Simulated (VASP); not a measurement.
# InAs in VASP: notebook, part 2 of 2

VASP 6.6.1. Earlier steps stand in the parts before.

## Step 3: Single point, PBE (strain -0.015 along x and y, -0.015 along z)

INCAR

```
PREC     = Accurate       # precision mode
ENCUT    = 520            # plane-wave cutoff, eV
EDIFF    = 1E-7           # SCF threshold, eV
ISMEAR   = 0              # smearing method
SIGMA    = 0.15           # smearing width, eV
LREAL    = F              # projectors in reciprocal space
LASPH    = T              # aspherical terms in the spheres
NELM     = 80             # most SCF steps
ALGO     = Normal         # electronic algorithm
ISIF     = 2              # what is computed and relaxed
LWAVE    = F              # write WAVECAR
LCHARG   = F              # write CHGCAR
GGA      = PE             # functional
NBANDS   = 16             # bands
```

KPOINTS

```
Automatic mesh
0
Gamma
  16 16 16
```

POSCAR

```
InAs
1.0
    0.0000000000      3.0469789630      3.0469789630
    3.0469789630      0.0000000000      3.0469789630
    3.0469789630      3.0469789630      0.0000000000
In As
1 1
Direct
    0.0000000000      0.0000000000      0.0000000000
    0.7500000000      0.7500000000      0.7500000000
```

Potentials or basis: VASP PAW PBE potentials, release 64 (In_d, As).

Started as:

```console
> cat potpaw_PBE.64/In_d/POTCAR potpaw_PBE.64/As/POTCAR > POTCAR
> mpirun -np 1 vasp_std > vasp.out
```

It took 40 s on 1 thread of Intel Xeon 6975P-C (Granite Rapids), shared host; peak memory 0.27 GiB.

It converged, with:

```yaml
Free_energy: -7.6996 eV
Pressure: 2.5 GPa
Band_gap_on_the_k_mesh: zero (filled and empty bands touch)
```

Levels at points of the mesh, in eV from the Fermi level:
```
           k point  band 5  band 6  band 7  band 8  band 9  band 10  band 11  band 12  band 13  band 14
(0.00, 0.00, 0.00)  -14.38  -11.87   -0.47   -0.16   -0.16    -0.16     3.74     3.74     3.74     7.28
(0.50, 0.00, 0.00)  -14.38  -10.47   -5.80   -1.11   -1.11     0.75     4.51     4.51     6.67     8.76
(0.50, 0.50, 0.00)  -14.36   -9.95   -5.89   -2.40   -2.40     1.43     1.90     8.88     8.96     8.96
```

Caveat: the cell differs from its parent crystal (strain -0.015 along x and y, -0.015 along z); spin-orbit coupling is left out, which moves the levels of the heavy elements.

## Step 4: Single point, PBE (strain -0.030 along x and y, -0.015 along z)

Edit INCAR of step 3 so:

```diff
@@ -2,3 +2,3 @@
 ENCUT    = 520            # plane-wave cutoff, eV
-EDIFF    = 1E-7           # SCF threshold, eV
+EDIFF    = 1E-6           # SCF threshold, eV
 ISMEAR   = 0              # smearing method
@@ -11,4 +11,6 @@
 LWAVE    = F              # write WAVECAR
-LCHARG   = F              # write CHGCAR
+LCHARG   = T              # write CHGCAR
 GGA      = PE             # functional
+LELF     = T              # ELF
+LVHAR    = T            
 NBANDS   = 16             # bands
```

KPOINTS is that of step 3.

POSCAR

```
InAs
1.0
    0.0000000000      3.0005782682      3.0469789630
    3.0005782682      0.0000000000      3.0469789630
    3.0005782682      3.0005782682      0.0000000000
In As
1 1
Direct
    0.0000000000      0.0000000000      0.0000000000
    0.7500000000      0.7500000000      0.7500000000
```

Started as:

```console
> cat potpaw_PBE.64/In_d/POTCAR potpaw_PBE.64/As/POTCAR > POTCAR
> mpirun -np 1 vasp_std > vasp.out
```

Run time: 82 s. Hardware: 1 thread of Intel Xeon 6975P-C (Granite Rapids), shared host; peak memory 0.43 GiB.

The run converged. Its results:

| Property | Result |
| --- | --- |
| Free energy | -7.6615 eV |
| Pressure | 4.5 GPa |
| Band gap on the k mesh | zero (filled and empty bands touch) |

Stress tensor (GPa, compression positive):
```
4.63 0.00 0.00
0.00 4.63 0.00
0.00 0.00 4.13
```

Levels at points of the mesh, in eV from the Fermi level:
```tsv
k point	band 7	band 8	band 9	band 10	band 11	band 12
(0.00, 0.00, 0.00)	-0.32	-0.21	-0.13	-0.13	3.74	3.74
(0.50, 0.00, 0.00)	-5.96	-1.21	-1.11	0.81	4.48	4.57
(0.50, 0.50, 0.00)	-6.09	-2.45	-2.45	1.43	1.99	8.98
(0.50, 0.00, 0.50)	-6.00	-2.54	-2.53	1.35	1.86	9.09
```

Caveat: the cell differs from its parent crystal (strain -0.030 along x and y, -0.015 along z); spin-orbit coupling is left out, which moves the levels of the heavy elements.

## Step 5: Single point, PBE (strain -0.030 along x and y, +0.000 along z)

INCAR

```
PREC = Accurate ; ENCUT = 520
EDIFF = 1E-6 ; ISMEAR = 0
SIGMA = 0.15 ; LREAL = F
LASPH = T ; NELM = 60
ALGO = Normal ; ISIF = 2
LWAVE = F ; LCHARG = T
GGA = PE ; LELF = T
LVHAR = T ; NBANDS = 16
```

KPOINTS is that of step 4.

POSCAR

```
InAs
1.0
    0.0000000000      3.0005782682      3.0933796579
    3.0005782682      0.0000000000      3.0933796579
    3.0005782682      3.0005782682      0.0000000000
In As
1 1
Direct
    0.0000000000      0.0000000000      0.0000000000
    0.7500000000      0.7500000000      0.7500000000
```

Potentials or basis: VASP PAW PBE potentials, release 64 (In_d, As).

Started as:

```console
> cat potpaw_PBE.64/In_d/POTCAR potpaw_PBE.64/As/POTCAR > POTCAR
> mpirun -np 1 vasp_std > vasp.out
```

OUTCAR:

```text
PREC = Accurate
   ENCUT = 520
   EDIFF = 1E-6
   ISMEAR = 0
   LREAL = F
   LASPH = T
   NELM = 60
   ISIF = 2
   GGA = PE

 ion  position               nearest neighbor table
   1  0.000  0.000  0.000-   2 2.63   2 2.63   2 2.63   2 2.63
   2  0.750  0.750  0.750-   1 2.63   1 2.63   1 2.63   1 2.63

  LATTYP: Found a body centered tetragonal cell.
 ALAT       =     4.2434584819
 C/A-ratio  =     1.4579521261

  Lattice vectors:

[... 640 lines left out ...]

 [... further k-points ...]

------------------------ aborting loop because EDIFF is reached ----------------------------------------

  FORCE on cell =-STRESS in cart. coord.  units (eV):
  Direction    XX          YY          ZZ          XY          YZ          ZX
  --------------------------------------------------------------------------------------
  -------------------------------------------------------------------------------------
  Total        1.3188254      1.3188254      0.9545723      0.0000000     -0.0000000     -0.0000000
  in kB       37.9336601     37.9336601     27.4565692      0.0000000     -0.0000000     -0.0000000
  external PRESSURE =      34.4412964 kB  Pullay stress =       0.0000000 kB

 VOLUME and BASIS-vectors are now :
 -----------------------------------------------------------------------------
  energy-cutoff  :      520.00
  volume of cell :       55.70
      direct lattice vectors                 reciprocal lattice vectors
     0.000000000  3.000578268  3.093379658    -0.166634547  0.166634547  0.161635510
     3.000578268  0.000000000  3.093379658     0.166634547 -0.166634547  0.161635510
     3.000578268  3.000578268  0.000000000     0.166634547  0.166634547 -0.161635510

 POSITION                                       TOTAL-FORCE (eV/Angst)
 -----------------------------------------------------------------------------------
      0.00000      0.00000      0.00000         0.000000      0.000000      0.000000
      4.50087      4.50087      4.64007        -0.000000     -0.000000     -0.000000
 -----------------------------------------------------------------------------------
    total drift:                                0.000000      0.000000     -0.000000

  FREE ENERGIE OF THE ION-ELECTRON SYSTEM (eV)
  ---------------------------------------------------
  free  energy   TOTEN  =        -7.6796306236 eV

  energy  without entropy=       -7.6795192993  energy(sigma->0) =       -7.67957496
```

stdout:

```text
POSCAR found type information on POSCAR InAs
 POSCAR found :  2 types and       2 ions
 scaLAPACK will be used
 LDA part: xc-table for (Slater+PW92), standard interpolation
 POSCAR, INCAR and KPOINTS ok, starting setup
 FFT: planning ... GRIDC
 FFT: planning ... GRID_SOFT
 FFT: planning ... GRID
 WAVECAR not read
 entering main loop
```

Wall time 81 s (1 thread of Intel Xeon 6975P-C (Granite Rapids), shared host); peak memory 0.43 GiB.

Results:

| Quantity | Value |
| --- | --- |
| Free energy | -7.6796 eV |
| Pressure | 3.4 GPa |
| Band gap on the k mesh | zero (filled and empty bands touch) |

Caveat: the cell differs from its parent crystal (strain -0.030 along x and y, +0.000 along z); spin-orbit coupling is left out, which moves the levels of the heavy elements.

## Step 6: Summary

| cell | gap on the mesh (eV) | pressure (GPa) |
| --- | --- | --- |
| a = 4.243 Å, angles 60.0°, 2 atoms | none | 5.6 |
| a = 4.309 Å, angles 60.0°, 2 atoms | none | 2.5 |
| a = 4.276, b = 4.276, c = 4.243 Å, angles 60.3, 60.3, 59.5°, 2 atoms | none | 4.5 |
| a = 4.310, b = 4.310, c = 4.243 Å, angles 60.5, 60.5, 59.0°, 2 atoms | none | 3.4 |

Alike in all rows: task single point; level PBE; potentials or basis VASP PAW PBE potentials, release 64 (In_d, As); no spin polarisation; k mesh 16 × 16 × 16; cutoff (eV) 520; smearing gaussian 0.15 eV.

Caveats: spin-orbit coupling is left out, which moves the levels of the heavy elements.

Absolute energies hang on the potentials; compare differences alone.
